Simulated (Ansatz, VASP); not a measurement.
# Two plane-wave programs on Si

```
Si
1.0
     0.00000    2.71673    2.71673
     2.71673    0.00000    2.71673
     2.71673    2.71673    0.00000
Si
2
Direct
  0.00000 0.00000 0.00000
  0.25000 0.25000 0.25000
```

Alike in both runs: functional PBEsol; k mesh 12 × 12 × 12; occupations gaussian, width 0.02 eV; no spin polarisation.

Ansatz relaxed the structure, and its values are those at the end. VASP's run is a single point on that final structure, the one shown.

```csv
,VASP,Ansatz
version,VASP 6.6.1,Ansatz 0.2.0
potentials or method,"VASP PAW PBE potentials, release 64 (Si), cutoff 500 eV","scalar-relativistic, plane waves, PAW"
valence electrons in the cell,8,8
```

|  | VASP | Ansatz | Ansatz less VASP |
| --- | --- | --- | --- |
| gap on the k mesh at the Fermi level (eV) | 0.46 | 0.47 | +0.006 |
| least direct gap on the mesh (eV) | 2.52 | 2.52 | +0.002 |
| pressure (GPa) | 0.1 | 0.0 | -0.12 |

VASP's potentials were made for PBE, not for PBEsol, and Ansatz warns of the same on its side.
